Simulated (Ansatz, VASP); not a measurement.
**Two plane-wave programs on BiRh**

Contents of INCAR:

```
PREC = Accurate
ENCUT = 520
EDIFF = 1E-8
ISMEAR = -1
SIGMA = 0.03
LREAL = F
LASPH = T
NELM = 60
ALGO = Normal
ISIF = 2
LWAVE = F
LCHARG = F
GGA = CA
LEFG = T
NBANDS = 38
```

The input KPOINTS:

```
regular mesh
0
Gamma
  12 12 7
```

POSCAR

```
BiRh
1.0
    4.1758808820      0.0000000000      0.0000000000
   -2.0879404410      3.6164189269      0.0000000000
    0.0000000000      0.0000000000      5.6630000000
Bi Rh
2 2
Direct
    0.3333333333      0.6666666667      0.2500000000
    0.6666666667      0.3333333333      0.7500000000
    0.0000000000      0.0000000000      0.0000000000
    0.0000000000      0.0000000000      0.5000000000
```

Input for Ansatz:

```yaml
crystal:
  lattice:
    - [4.175880882, 0.0, 0.0]
    - [-2.087940441, 3.6164189269, 0.0]
    - [0.0, 0.0, 5.663]
  atoms:
    - { symbol: Bi, position: [0.3333333333, 0.6666666667, 0.25] }
    - { symbol: Bi, position: [0.6666666667, 0.3333333333, 0.75] }
    - { symbol: Rh, position: [0.0, 0.0, 0.0] }
    - { symbol: Rh, position: [0.0, 0.0, 0.5] }
kpoints:
  mp_grid: { grid: [12, 12, 7] }
scf:
  occupations: { method: fermi_dirac, width: 0.03 }
hamiltonian:
  xc: lda
  pseudopotentials: { kind: paw }
output:
  forces: true
  stress: true
  eigenvalues: true
  efg: { contact_densities: true }
```

Change from the starting cell: equal xx and yy strain of +2 %, PAW files.

Alike in both runs: task electric field gradients; functional LDA; k mesh 12 × 12 × 7; occupations fermi-dirac, width 0.03 eV; no spin polarisation.

|  | VASP | Ansatz |
| --- | --- | --- |
| version | VASP 6.6.1 | Ansatz 0.2.0 |
| potentials or method | VASP PAW LDA potentials, release 64 (Bi_d, Rh_pv) | PAW with Ansatz's default frozen-core files, scalar-relativistic |
| plane-wave cutoff (eV) | 520 | 420 |
| valence electrons in the cell | 60 | 64 |

```csv
,VASP,Ansatz,Ansatz less VASP
pressure (GPa),-6.9,-7.2,-0.30
"traceless stress, the component that is largest in VASP (GPa)",0.44,0.40,-0.036
size of Vzz on the site where it differs most (V/Å²),46.0,31.8,-14.21
```

LDA's correlation is that of Perdew and Zunger in VASP and of Perdew and Wang (1992) in Ansatz. VASP's potentials hold 60 valence electrons a cell and Ansatz's 64, so a difference there can come from the potentials and not from the codes.

Spin-orbit coupling is off throughout.
